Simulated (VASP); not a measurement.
# CdS (I-4m2) in VASP: a series of runs

CdS is run at these levels: PBE; tasks: single point.

Everything below comes from runs of VASP 6.6.1. Logs are shortened: lines on timing, memory, paths and dates and some standing lists are left out, and cuts for length are marked.

## (1) The cell of the first run

The structure is tetragonal, space group I-4m2 (No. 119). Conventional cell: a = 3.786 Å, b = 3.786 Å, c = 5.820 Å, α = 90.00°, β = 90.00°, γ = 90.00°. Within 3.2 Å of Cd (site symmetry -4m2) lie 4 S at 2.39 Å. S (site symmetry -4m2) has 4 Cd at 2.39 Å within 3.2 Å.

## (2) Single point, PBE (strain -0.080 along x and y, +0.000 along z)

File INCAR:

```
SYSTEM = CdS
PREC = Accurate ; ENCUT = 520
EDIFF = 1E-6 ; ISMEAR = 0
SIGMA = 0.05 ; LREAL = .False.
LASPH = .True. ; NELM = 80
ALGO = Normal ; ISIF = 2
LWAVE = .False. ; LCHARG = .True.
GGA = PE ; LELF = .True.
LVHAR = .True. ; NBANDS = 16
```

File KPOINTS:

```
regular mesh
0
Gamma
  8 8 8
  0 0 0
```

File POSCAR:

```
CdS
1.0
    0.0000000000      2.6772000000      2.9100000000
    2.6772000000      0.0000000000      2.9100000000
    2.6772000000      2.6772000000      0.0000000000
Cd S
1 1
Direct
    0.0000000000      0.0000000000      0.0000000000
    0.7500000000      0.7500000000      0.7500000000
```

Potentials or basis: VASP PAW PBE potentials, release 64 (Cd, S).

The run is started by

```bash
cat potpaw_PBE.64/Cd/POTCAR potpaw_PBE.64/S/POTCAR > POTCAR
mpirun -np 1 vasp_std > vasp.out
```

OUTCAR:

```text
SYSTEM = CdS
   PREC = Accurate
   ENCUT = 520
   EDIFF = 1E-6
   ISMEAR = 0
   LREAL = .False.
   LASPH = .True.
   NELM = 80
   ISIF = 2
   GGA = PE

 ion  position               nearest neighbor table
   1  0.000  0.000  0.000-   2 2.39   2 2.39   2 2.39   2 2.39
   2  0.750  0.750  0.750-   1 2.39   1 2.39   1 2.39   1 2.39

  LATTYP: Found a body centered tetragonal cell.
 ALAT       =     3.7861325492
 C/A-ratio  =     1.5371886548

  Lattice vectors:

 A1 = (  -2.6772000000,   0.0000000000,   2.9100000000)
 A2 = (   2.6772000000,   0.0000000000,   2.9100000000)
 A3 = (   0.0000000000,   2.6772000000,  -2.9100000000)

Analysis of symmetry for initial positions (statically):
=====================================================================
 Subroutine PRICEL returns:
 Original cell was already a primitive cell.

 Routine SETGRP: Setting up the symmetry group for a
 body centered tetragonal supercell.

 Subroutine GETGRP returns: Found  8 space group operations
 (whereof  8 operations were pure point group operations)
 out of a pool of 16 trial point group operations.

The static configuration has the point symmetry D_2d.

Analysis of symmetry for dynamics (positions and initial velocities):
=====================================================================
 Subroutine PRICEL returns:
 Original cell was already a primitive cell.

 Routine SETGRP: Setting up the symmetry group for a
 body centered tetragonal supercell.

 Subroutine GETGRP returns: Found  8 space group operations
 (whereof  8 operations were pure point group operations)
 out of a pool of 16 trial point group operations.

The dynamic configuration has the point symmetry D_2d.

 Subroutine INISYM returns: Found  8 space group operations
 (whereof  8 operations are pure point group operations),
 and found     1 'primitive' translations

----------------------------------------------------------------------------------------

                                     Primitive cell

  volume of cell :      41.7143

  direct lattice vectors                    reciprocal lattice vectors
     0.000000000  2.677200000  2.910000000    -0.186762289  0.186762289  0.171821306
     2.677200000  0.000000000  2.910000000     0.186762289 -0.186762289  0.171821306
     2.677200000  2.677200000  0.000000000     0.186762289  0.186762289 -0.171821306

  length of vectors
     3.954174989  3.954174989  3.786132549     0.315091838  0.315091838  0.315091838

  position of ions in fractional coordinates (direct lattice)
     0.000000000  0.000000000  0.000000000
     0.750000000  0.750000000  0.750000000

  ion indices of the primitive-cell ions
   primitive index   ion index
                 1           1
                 2           2

----------------------------------------------------------------------------------------

 KPOINTS: regular mesh

Automatic generation of k-mesh.
 Grid dimensions read from file:
 generate k-points for:    8    8    8

 Generating k-lattice:

  Cartesian coordinates                     Fractional coordinates (reciprocal lattice)
    -0.023345286  0.023345286  0.021477663     0.125000000  0.000000000  0.000000000
     0.023345286 -0.023345286  0.021477663     0.000000000  0.125000000  0.000000000
     0.023345286  0.023345286 -0.021477663     0.000000000  0.000000000  0.125000000

  Length of vectors
     0.039386480  0.039386480  0.039386480

  Shift w.r.t. Gamma in fractional coordinates (k-lattice)
     0.000000000  0.000000000  0.000000000

 Subroutine IBZKPT returns following result:
 ===========================================

 Found     59 irreducible k-points:

 Following reciprocal coordinates:
            Coordinates               Weight
  0.000000  0.000000  0.000000      1.000000
  0.125000 -0.000000  0.000000      8.000000
  0.250000 -0.000000  0.000000      8.000000
  0.375000 -0.000000  0.000000      8.000000
  0.500000 -0.000000  0.000000      4.000000
  0.125000  0.125000  0.000000      2.000000
[... 16 lines left out ...]
  0.250000 -0.000000  0.125000     16.000000
  0.375000 -0.000000  0.125000     16.000000
 [... further k-points ...]
   k-points           NKPTS =     59   k-points in BZ     NKDIM =     59   number of bands    NBANDS=     16
   number of dos      NEDOS =    301   number of ions     NIONS =      2
   total plane-waves  NPLWV =  25200
   dimension x,y,z NGX =    30 NGY =   30 NGZ =   28
   dimension x,y,z NGXF=    60 NGYF=   60 NGZF=   56
   ions per type =               1   1
   NGX,Y,Z   is equivalent  to a cutoff of  12.61, 12.61, 12.29 a.u.
   NGXF,Y,Z  is equivalent  to a cutoff of  25.23, 25.23, 24.59 a.u.
 SYSTEM =  CdS
   PREC   = accura    normal or accurate (medium, high low for compatibility)
   ISTART =      0    job   : 0-new  1-cont  2-samecut
   ICHARG =      2    charge: 1-file 2-atom 10-const
   ISPIN  =      1    spin polarized calculation?
   LNONCOLLINEAR =      F non collinear calculations
   LSORBIT =      F    spin-orbit coupling
   LASPH  =      T    aspherical Exc in radial PAW
   ENCUT  =  520.0 eV  38.22 Ry    6.18 a.u.   7.35  7.35  7.04*2*pi/ulx,y,z
   NELM   =     80;   NELMIN=  2; NELMDL= -5     # of ELM steps
   EDIFF  = 0.1E-05   stopping-criterion for ELM
   LREAL  =      F    real-space projection
   EDIFFG = 0.1E-04   stopping-criterion for IOM
   NSW    =      0    number of steps for IOM
   IBRION =     -1    ionic relax: 0-MD 1-quasi-New 2-CG
   NFREE  =      0    steps in history (QN), initial steepest desc. (CG)
   ISIF   =      2    stress and relaxation
   ISYM   =      2    0-nonsym 1-usesym 2-fastsym
   POTIM  = 0.5000    time-step for ionic-motion
   TEBEG  =    0.0;   TEEND  =   0.0 temperature during run
   PSTRESS=    0.0 pullay stress
   NELECT =      18.0000    total number of electrons
   NUPDOWN=      -1.0000    fix difference up-down
   EMIN   =  10.00;   EMAX   =-10.00  energy-range for DOS
   EFERMI =   0.00;   METHOD = LEGACY
   ISMEAR =     0;   SIGMA  =   0.05  broadening in eV -4-tet -1-fermi 0-gaus
   EFERMI_NEDOS =   21; number of points for ismear=-14 and -15
   IALGO  =     38    algorithm
   IMIX   =      4    mixing-type and parameters
     AMIX     =   0.40;   BMIX     =  1.00
     AMIX_MAG =   1.60;   BMIX_MAG =  1.00
  volume/ion in A,a.u.               =      20.86       140.75
  Fermi-wavevector in a.u.,A,eV,Ry     =   1.237098  2.337776 20.822514  1.530412
  Thomas-Fermi vector in A             =   2.371679
   LORBIT       =      0    0 simple, 1 ext, 2 COOP (PROOUT), +10 PAW based schemes
   GGA     = PE    functional components
   LHFCALC =     F    Hartree Fock is set to
   AEXX    =    0.0000 exact exchange contribution
   IVDW    =     0    specifies the selected vdW correction
   LEPSILON=     F    determine dielectric tensor
   LRPA    =     F    only Hartree local field effects (RPA)
 non-spin polarized calculation
 Gauss-broadening in eV      SIGMA  =   0.05
  energy-cutoff  :      520.00
  volume of cell :       41.71
 maximum number of plane-waves:      1136
 NGX is ok and might be reduce to    30
   NGX = 15   NGY = 15   NGZ = 15

 number of electron      18.0000001 magnetization

 Free energy of the ion-electron system (eV)
  ---------------------------------------------------
  ext. energy  EPLUGINS =         0.00000000
  ---------------------------------------------------
  free energy    TOTEN  =        -5.60038389 eV

  energy without entropy =       -5.60038389  energy(sigma->0) =       -5.60038389

 E-fermi :   3.2856     XC(G=0):  -9.9976

 val. band max:        3.0884408669   @ k =   0.0000   0.0000   0.0000
 cond. band min:       4.4818094369   @ k =   0.0000   0.0000   0.0000
 fundamental gap:      1.3933685700
 Fermi energy:         3.2855802403

 k-point     1 :       0.0000    0.0000    0.0000
  band No.  band energies     occupation
      1     -10.6050      2.00000
      2      -5.6089      2.00000
      3      -5.5351      2.00000
      4      -5.5350      2.00000
      5      -4.8541      2.00000
      6      -4.7812      2.00000
[... 8 lines left out ...]
     15      15.3137      0.00000
     16      15.4115      0.00000

 k-point     2 :       0.1250   -0.0000    0.0000
  band No.  band energies     occupation
      1     -10.5154      2.00000
      2      -5.5696      2.00000
      3      -5.5004      2.00000
      4      -5.4889      2.00000
      5      -4.8492      2.00000
      6      -4.7891      2.00000
[... 8 lines left out ...]
     15      14.5006      0.00000
     16      15.6866      0.00000

 k-point     3 :       0.2500   -0.0000    0.0000
  band No.  band energies     occupation
      1     -10.2965      2.00000
      2      -5.4914      2.00000
      3      -5.4225      2.00000
      4      -5.2797      2.00000
      5      -4.8176      2.00000
      6      -4.7983      2.00000
[... 8 lines left out ...]
     15      13.9774      0.00000
     16      14.9804      0.00000

 k-point     4 :       0.3750   -0.0000    0.0000
  band No.  band energies     occupation
      1     -10.0772      2.00000
      2      -5.4422      2.00000
      3      -5.3581      2.00000
      4      -4.8412      2.00000
      5      -4.7876      2.00000
      6      -4.6960      2.00000
[... 8 lines left out ...]
     15      14.7065      0.00000
     16      15.1430      0.00000

 k-point     5 :       0.5000   -0.0000    0.0000
  band No.  band energies     occupation
      1      -9.9875      2.00000
      2      -5.4292      2.00000
      3      -5.3371      2.00000
      4      -4.7754      2.00000
      5      -4.7472      2.00000
      6      -4.2685      2.00000
[... 8 lines left out ...]
     15      15.6639      0.00000
     16      16.0427      0.00000

 k-point     6 :       0.1250    0.1250    0.0000
  band No.  band energies     occupation
      1     -10.4958      2.00000
      2      -5.5692      2.00000
      3      -5.4703      2.00000
      4      -5.4703      2.00000
      5      -4.8852      2.00000
      6      -4.7659      2.00000
[... 8 lines left out ...]
     15      15.3524      0.00000
     16      16.4185      0.00000

 k-point     7 :       0.2500    0.1250    0.0000
  band No.  band energies     occupation
      1     -10.3270      2.00000
      2      -5.4891      2.00000
      3      -5.3900      2.00000
      4      -5.3423      2.00000
      5      -4.8931      2.00000
      6      -4.7577      2.00000
[... 8 lines left out ...]
     15      14.9627      0.00000
     16      16.5095      0.00000

 k-point     8 :       0.3750    0.1250    0.0000
  band No.  band energies     occupation
      1     -10.1076      2.00000
      2      -5.4274      2.00000
      3      -5.3166      2.00000
      4      -4.9807      2.00000
      5      -4.8150      2.00000
      6      -4.7550      2.00000
[... 8 lines left out ...]
     15      15.2212      0.00000
     16      15.6485      0.00000

 k-point     9 :       0.5000    0.1250    0.0000
  band No.  band energies     occupation
      1      -9.9687      2.00000
      2      -5.4089      2.00000
      3      -5.2902      2.00000
      4      -4.8075      2.00000
      5      -4.7668      2.00000
      6      -4.3136      2.00000
[... 8 lines left out ...]
     15      15.6884      0.00000
     16      15.7707      0.00000
[... 172 lines left out ...]
 k-point    19 :       0.5000    0.3750    0.0000
  band No.  band energies     occupation
      1      -9.8651      2.00000
      2      -5.2870      2.00000
      3      -5.0595      2.00000
      4      -5.0321      2.00000
      5      -4.7004      2.00000
      6      -4.3651      2.00000
[... 8 lines left out ...]
     15      16.1650      0.00000
     16      17.3288      0.00000

 k-point    20 :      -0.3750    0.3750    0.0000
  band No.  band energies     occupation
      1      -9.8426      2.00000
      2      -5.3134      2.00000
      3      -5.0952      2.00000
      4      -4.9434      2.00000
      5      -4.7528      2.00000
      6      -4.0429      2.00000
[... 8 lines left out ...]
     15      15.6521      0.00000
     16      17.7358      0.00000

 k-point    21 :       0.5000    0.5000    0.0000
  band No.  band energies     occupation
      1      -9.8408      2.00000
      2      -5.2887      2.00000
      3      -5.0148      2.00000
      4      -5.0148      2.00000
      5      -4.6760      2.00000
      6      -4.3695      2.00000
[... 8 lines left out ...]
     15      15.6260      0.00000
     16      17.0631      0.00000

 k-point    22 :       0.1250    0.0000    0.1250
  band No.  band energies     occupation
      1     -10.4805      2.00000
      2      -5.5466      2.00000
      3      -5.5071      2.00000
      4      -5.4687      2.00000
      5      -4.8376      2.00000
      6      -4.7980      2.00000
[... 8 lines left out ...]
     15      14.1923      0.00000
     16      16.5314      0.00000

 k-point    23 :       0.2500   -0.0000    0.1250
  band No.  band energies     occupation
      1     -10.3019      2.00000
      2      -5.4824      2.00000
      3      -5.4178      2.00000
      4      -5.3466      2.00000
      5      -4.8293      2.00000
      6      -4.7824      2.00000
[... 8 lines left out ...]
     15      14.2274      0.00000
     16      16.4049      0.00000

 k-point    24 :       0.3750   -0.0000    0.1250
  band No.  band energies     occupation
      1     -10.0842      2.00000
      2      -5.4221      2.00000
      3      -5.3365      2.00000
      4      -5.0508      2.00000
      5      -4.7765      2.00000
      6      -4.6746      2.00000
[... 8 lines left out ...]
     15      15.0440      0.00000
     16      16.0228      0.00000

 [... further k-points ...]

------------------------ aborting loop because EDIFF is reached ----------------------------------------

  FORCE on cell =-STRESS in cart. coord.  units (eV):
  Direction    XX          YY          ZZ          XY          YZ          ZX
  --------------------------------------------------------------------------------------
  -------------------------------------------------------------------------------------
  Total        5.2037083      5.2037083      5.1839615      0.0000000     -0.0000000      0.0000000
  in kB      199.8659931    199.8659931    199.1075517      0.0000000     -0.0000000      0.0000000
  external PRESSURE =     199.6131793 kB  Pullay stress =       0.0000000 kB

 VOLUME and BASIS-vectors are now :
 -----------------------------------------------------------------------------
  energy-cutoff  :      520.00
  volume of cell :       41.71
      direct lattice vectors                 reciprocal lattice vectors
     0.000000000  2.677200000  2.910000000    -0.186762289  0.186762289  0.171821306
     2.677200000  0.000000000  2.910000000     0.186762289 -0.186762289  0.171821306
     2.677200000  2.677200000  0.000000000     0.186762289  0.186762289 -0.171821306

 POSITION                                       TOTAL-FORCE (eV/Angst)
 -----------------------------------------------------------------------------------
      0.00000      0.00000      0.00000        -0.000000     -0.000000      0.000000
      4.01580      4.01580      4.36500         0.000000      0.000000     -0.000000
 -----------------------------------------------------------------------------------
    total drift:                               -0.000001     -0.000001     -0.000007

  FREE ENERGIE OF THE ION-ELECTRON SYSTEM (eV)
  ---------------------------------------------------
  free  energy   TOTEN  =        -5.6003838870 eV

  energy  without entropy=       -5.6003838870  energy(sigma->0) =       -5.60038389
```

Wall time 52 s (1 thread of Intel Xeon 8259CL, shared host); peak memory 0.19 GiB.

Results:

- Free energy: -5.6004 eV
- Pressure: 20.0 GPa
- Band gap on the k mesh: 1.39 eV

Caveat: the cell differs from its parent crystal (strain -0.080 along x and y, +0.000 along z); the cell stands under pressure.

## (3) Single point, PBE (strain -0.040 along x and y, -0.080 along z)

File INCAR:

```
SYSTEM = CdS
PREC     = Accurate       ! precision mode
ENCUT    = 520            ! plane-wave cutoff, eV
EDIFF    = 1E-6           ! SCF threshold, eV
ISMEAR   = 0              ! smearing method
SIGMA    = 0.05           ! smearing width, eV
LREAL    = .False.        ! projectors in reciprocal space
LASPH    = .True.         ! aspherical terms in the spheres
NELM     = 100            ! most SCF steps
ALGO     = Normal         ! electronic algorithm
ISIF     = 2              ! what is computed and relaxed
LWAVE    = .False.        ! write WAVECAR
LCHARG   = .True.         ! write CHGCAR
GGA      = PE             ! functional
LELF     = .True.         ! ELF
LVHAR    = .True.       
NBANDS   = 16             ! bands
```

File KPOINTS:

```
Automatic mesh
0
Gamma
  8 8 8
  0 0 0
```

File POSCAR:

```
CdS
1.0
    0.0000000000      2.7936000000      2.6772000000
    2.7936000000      0.0000000000      2.6772000000
    2.7936000000      2.7936000000      0.0000000000
Cd S
1 1
Direct
    0.0000000000      0.0000000000      0.0000000000
    0.7500000000      0.7500000000      0.7500000000
```

Potentials or basis: VASP PAW PBE potentials, release 64 (Cd, S).

The run is started by

```bash
cat potpaw_PBE.64/Cd/POTCAR potpaw_PBE.64/S/POTCAR > POTCAR
mpirun -np 1 vasp_std > vasp.out
```

It took 57 s on 1 thread of Intel Xeon 8259CL, shared host; peak memory 0.19 GiB.

It converged, with:

- Free energy: -5.6098 eV
- Pressure: 20.0 GPa
- Band gap on the k mesh: 1.41 eV

Stress tensor (GPa, compression positive):
```
20.10  0.00  0.00
 0.00 20.10  0.00
 0.00  0.00 19.83
```

Levels at points of the mesh, in eV from the valence-band top:
```csv
k point,band 6,band 7,band 8,band 9,band 10,band 11,band 12,band 13
"(0.00, 0.00, 0.00)",-7.87,-0.13,-0.13,0.00,1.41,6.33,6.33,6.38
"(0.50, 0.00, 0.00)",-7.34,-5.67,-1.22,-1.02,3.11,6.67,7.07,7.86
"(0.50, 0.50, 0.00)",-7.17,-4.65,-2.78,-2.78,2.98,4.07,10.33,11.64
"(0.50, 0.00, 0.50)",-7.31,-4.95,-2.63,-2.52,3.20,4.49,9.79,11.47
```

Caveat: the cell differs from its parent crystal (strain -0.040 along x and y, -0.080 along z); the cell stands under pressure.

[end of part 1 of 2]
